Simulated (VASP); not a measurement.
# Ni: single point with PBEsol

Crystal: Ni.

```
CELL_PARAMETERS angstrom
0.00000 1.72591 1.72591
1.72591 0.00000 1.72591
1.72591 1.72591 0.00000
ATOMIC_POSITIONS crystal
Ni 0.00000 0.00000 0.00000
```

This cell differs from its parent crystal: volume scaled by 0.98.

| Quantity | Value |
| --- | --- |
| Program | VASP 6.6.1 |
| Task | single point |
| Functional | PBEsol |
| Potentials or basis | VASP PAW PBE potentials, release 64 (Ni) |
| Cutoff | 520 eV |
| k mesh | 13 × 13 × 13 |
| Occupations | fermi-dirac, width 0.05 eV |
| Spin | collinear spin, ferromagnetic start |
| Starting moments | [1.0] μB |

The pressure is 2.2 GPa. The net moment is 0.62 μB per cell and the site moments are Ni +0.63 μB. The valence electrons inside the program's atomic spheres are Ni 9.42.

Levels at points of the mesh, in eV from the Fermi level:
Spin up:
| k point | band 1 | band 2 | band 3 | band 4 | band 5 | band 6 | band 7 | band 8 | band 9 | band 10 |
| --- | --- | --- | --- | --- | --- | --- | --- | --- | --- | --- |
| (0.00, 0.00, 0.00) | -9.46 | -2.57 | -2.57 | -2.57 | -1.31 | -1.31 | 24.17 | 28.46 | 28.46 | 28.46 |
Spin down:
| k point | band 2 | band 3 | band 4 | band 5 | band 6 | band 7 | band 8 | band 9 |
| --- | --- | --- | --- | --- | --- | --- | --- | --- |
| (0.00, 0.00, 0.00) | -1.86 | -1.86 | -1.86 | -0.70 | -0.70 | 24.07 | 28.46 | 28.46 |

It took 12 s on 1 thread of Intel(R) Xeon(R) 6975P-C (Granite Rapids), with other jobs on the host, peak memory 0.13 GiB.

Caveat: the PAW data sets were made with another functional, which shifts forces and pressure a little.
